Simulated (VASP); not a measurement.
Here is a VASP 6.6.1 calculation.

File INCAR:

```
SYSTEM = CdSe
  PREC = Accurate
  ENCUT = 520
  EDIFF = 1E-6
  ISMEAR = -1
  SIGMA = 0.052
  LREAL = Auto
  LASPH = .True.
  NELM = 100
  ALGO = Normal
  ISIF = 2
  LWAVE = .False.
  LCHARG = .True.
  GGA = PE
  LELF = .True.
  LVHAR = .True.
  NBANDS = 86
```

The input KPOINTS:

```
Automatic mesh
0
Gamma
  2 2 2
  0 0 0
```

The input POSCAR:

```
CdSe
1.0
    7.1299850000      0.0000000000      0.0000000000
    0.0000000000      7.1299850000      0.0000000000
    0.0000000000      0.0000000000      7.1299850000
Cd Se
8 8
Direct
    0.0033482539      0.0068385838      0.0104701483
    0.0054360563      0.0009579263      0.5017456558
   -0.0014878012      0.4978985229      0.0047408234
   -0.0006723717      0.5018466378      0.4883428226
    0.5081669877      0.0055844437     -0.0042906121
    0.4989272768     -0.0060238556      0.5040465022
    0.4985086224      0.5084581524      0.0042688729
    0.4996805744      0.4993916537      0.5079508582
    0.2504302604      0.2533726228      0.2465055677
    0.2454901378      0.2442221127      0.7354849975
    0.2514364336      0.7415366231      0.2436446921
    0.2384923671      0.7594105738      0.7532177136
    0.7507613270      0.2479730322      0.2630005533
    0.7510390274      0.2415839585      0.7364474119
    0.7548039722      0.7612034247      0.2498139898
    0.7408772950      0.7422705658      0.7549526402
```

Potentials or basis: VASP PAW PBE potentials, release 64 (Cd, Se).

Command:

```sh
$ cat potpaw_PBE.64/Cd/POTCAR potpaw_PBE.64/Se/POTCAR > POTCAR
$ mpirun -np 1 vasp_std > vasp.out
```

(1) What does it give for the pressure?

(2) Estimate the band gap on the k mesh.

(3) Predict the largest force.

Answers

(1) 0.3 GPa.

(2) zero (bands 72 and 73 overlap by 0.02 eV).

(3) 0.639 eV/Å.

Caveat: the k points lie up to 0.44 Å⁻¹ apart; the atoms stand as in a frame of molecular dynamics; the structure was generated, so it needn't be the stable form of CdSe; semilocal functionals underestimate gaps, and a narrow one can read as zero.
